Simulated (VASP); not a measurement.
## GaSb: single point with PBE

GaSb:

```
Ga Sb
1.0
     4.02182    0.00000    0.00000
    -2.01091    3.48300    0.00000
     0.00000    0.00000    7.02955
Ga Sb
2 2
Direct
  0.00000 0.00000 0.00000
  0.00000 0.00000 0.50000
  0.33333 0.66667 0.25000
  0.66667 0.33333 0.75000
```

```json
{"Program": "VASP 6.6.1", "Task": "single point", "Functional": "PBE", "Potentials or basis": "VASP PAW PBE potentials, release 64 (Ga_d, Sb)", "Cutoff": "520 eV", "k mesh": "12 × 12 × 4", "Occupations": "fermi-dirac, width 0.02 eV", "Spin": "no spin polarisation"}
```

```yaml
Pressure: 0.0 GPa
Band_gap_on_the_k_mesh: zero (band 18 reaches 7.26 eV, above the bottom of band 19 at 3.59 eV)
```

Levels at points of the mesh, in eV from the Fermi level:
```
           k point  band 15  band 16  band 17  band 18  band 19  band 20  band 21  band 22
(0.00, 0.00, 0.00)    -0.32     0.23     0.23     0.82     0.82     2.85     3.82     3.82
(0.50, 0.00, 0.00)    -4.46    -3.63    -2.00     0.48     1.05     1.06     2.31     2.51
(0.00, 0.00, 0.50)     0.55     0.55     0.55     0.55     1.89     1.89     3.82     3.82
(0.50, 0.00, 0.50)    -1.63    -1.63    -1.19    -1.19    -1.07    -1.07     2.97     2.97
```

Run time: 2.3 min on 1 thread of Intel Xeon 6975P-C (shared host), peak memory 0.29 GiB.

Caveat: spin-orbit coupling is left out, which moves the levels of the heavy elements.
